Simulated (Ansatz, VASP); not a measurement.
**One calculation of Pt, two programs**

File INCAR:

```
SYSTEM = Pt
PREC = Accurate
ENCUT = 520
EDIFF = 1E-6
ISMEAR = 0
SIGMA = 0.15
LREAL = .FALSE.
LASPH = .TRUE.
NELM = 100
ALGO = Fast
ISIF = 2
LWAVE = .FALSE.
LCHARG = .FALSE.
GGA = PS
NBANDS = 17
```

The input KPOINTS:

```
Automatic mesh
0
G
  18 18 10
  0 0 0
```

POSCAR

```
Pt
1.0
    2.5536156946      0.0000000000      0.0000000000
   -1.2768078473      2.3908065546      0.0000000000
    0.0000000000      0.0000000000      4.7921340000
Pt
2
Direct
    0.6666666667      0.3333333333      0.7500000000
    0.3333333333      0.6666666667      0.2500000000
```

Input for Ansatz:

```yaml
crystal:
  lattice:
    - [2.5536156946, 0.0, 0.0]
    - [-1.2768078473, 2.3908065546, 0.0]
    - [0.0, 0.0, 4.792134]
  atoms:
    - { symbol: Pt, position: [0.6666666667, 0.3333333333, 0.75] }
    - { symbol: Pt, position: [0.3333333333, 0.6666666667, 0.25] }
basis:
  ecutwfc: 420
kpoints:
  mp_grid: { grid: [18, 18, 10] }
hamiltonian:
  xc: pbesol
scf:
  occupations: { method: gaussian, width: 0.15 }
output:
  forces: true
  stress: true
  eigenvalues: true
```

Change from the starting cell: strain -0.0750 x Voigt [1, 0, 0, 0, 0, 0], atoms carried along.

Alike in both runs: task single point; functional PBEsol; k mesh 18 × 18 × 10; occupations gaussian, width 0.15 eV; no spin polarisation.

|  | VASP | Ansatz |
| --- | --- | --- |
| version | VASP 6.6.1 | Ansatz 0.2.0 |
| potentials or method | VASP PAW PBE potentials, release 64 (Pt), cutoff 520 eV | scalar-relativistic, plane waves, PAW |
| valence electrons in the cell | 20 | 36 |

VASP gave:

| Quantity | Value |
| --- | --- |
| gap on the k mesh at the Fermi level (eV) | none |
| pressure (GPa) | 14.3 |
| traceless stress, the component that is largest in VASP (GPa) | 22.55 |
| rms of the force components (eV/Å) | 0.003 |

Q: What did Ansatz give for the same quantities?

A: gap on the k mesh at the Fermi level (eV): none; pressure (GPa): 14.7; traceless stress, the component that is largest in VASP (GPa): 22.64; rms of the force components (eV/Å): 0.003.

VASP's potentials were made for PBE, not for PBEsol. Atom by atom the forces differ by 0.000 eV/Å (rms over components). A gap of «none» marks a metal or a gap that the smearing closes. VASP's potentials hold 20 valence electrons a cell and Ansatz's 36, so a difference there can come from the potentials and not from the codes.

Spin-orbit coupling is off throughout.
